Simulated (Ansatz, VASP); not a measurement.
Two plane-wave programs on MoS2

```xyz
3
Lattice="1.5510 0.8955 6.1948 -1.5510 0.8955 6.1948 0.0000 -1.7910 6.1948" Properties=species:S:1:pos:R:3 pbc="T T T"
Mo    0.0000    0.0000    0.0003
S     0.0000    0.0000   14.0044
S     0.0000    0.0000   10.7738
```

Alike in both runs: task single point; functional PBE; dispersion D3(BJ); k mesh 12 × 12 × 12; occupations gaussian, width 0.05 eV; no spin polarisation.

|  | VASP | Ansatz |
| --- | --- | --- |
| version | VASP 6.6.1 | Ansatz 0.2.0 |
| potentials or method | VASP PAW PBE potentials, release 64 (Mo_sv, S), cutoff 520 eV | scalar-relativistic, plane waves, PAW |
| valence electrons in the cell | 26 | 26 |

```tsv
	VASP	Ansatz	Ansatz less VASP
gap on the k mesh at the Fermi level (eV)	0.97	0.95	-0.015
least direct gap on the mesh (eV)	2.02	2.01	-0.004
pressure (GPa)	-0.6	-0.5	+0.13
traceless stress, the component that is largest in VASP (GPa)	-6.11	-6.07	+0.040
rms of the force components (eV/Å)	0.283	0.277	-0.0056
```

Atom by atom the forces differ by 0.006 eV/Å (rms over components).
